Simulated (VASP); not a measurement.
# Si: single point with PBE

Crystal: Si.

```
CELL_PARAMETERS angstrom
3.83213 0.00000 0.00000
-1.91606 3.31872 0.00000
0.00000 0.00000 6.59487
ATOMIC_POSITIONS crystal
Si 0.33333 0.66667 0.00234
Si 0.66667 0.33333 0.50234
Si 0.33333 0.66667 0.37266
Si 0.66667 0.33333 0.87266
```

This cell differs from its parent crystal: uniaxial z strain +4.0%.

```
Program                : VASP 6.6.1
Task                   : single point
Functional             : PBE
Potentials or basis    : VASP PAW PBE potentials, release 64 (Si)
Cutoff                 : 520 eV
k mesh                 : 6 × 6 × 2
Occupations            : gaussian, width 0.01 eV
Spin                   : no spin polarisation
Dipole correction      : no
Further INCAR settings : ALGO = Normal; EDIFF = 1e-06; NBANDS = 16
```

The pressure is -2.1 GPa, the largest force is 0.013 eV/Å and the band gap on the k mesh is 0.62 eV (least direct gap 1.31 eV).

Forces in eV/Å, atoms in the order of the input:
```
Si   0.000  0.000  0.013
Si   0.000  0.000  0.013
Si   0.000  0.000 -0.013
Si   0.000  0.000 -0.013
```

Stress tensor (GPa, compression positive):
```
 0.36  0.00  0.00
 0.00  0.36  0.00
 0.00  0.00 -7.16
```

Levels at points of the mesh, in eV from the valence-band top:
| k point | band 5 | band 6 | band 7 | band 8 | band 9 | band 10 | band 11 | band 12 |
| --- | --- | --- | --- | --- | --- | --- | --- | --- |
| (0.00, 0.00, 0.00) | -1.29 | -0.60 | 0.00 | 0.00 | 1.31 | 1.54 | 2.15 | 2.15 |
| (0.50, 0.00, 0.00) | -4.53 | -2.91 | -2.84 | -1.46 | 0.62 | 2.19 | 2.76 | 3.17 |
| (0.00, 0.00, 0.50) | -0.78 | -0.78 | -0.78 | -0.78 | 1.97 | 1.97 | 3.05 | 3.05 |
| (0.50, 0.00, 0.50) | -2.59 | -2.59 | -2.28 | -2.28 | 0.76 | 0.76 | 1.63 | 1.63 |

Wall time 10 s on 1 thread of AMD EPYC 9R45 96-Core Processor (Zen 5) (shared host), peak memory 0.16 GiB.

Caveat: the k points lie up to 0.48 Å⁻¹ apart; the cell differs from its parent crystal (uniaxial z strain +4.0%). A k mesh can miss the band edges.
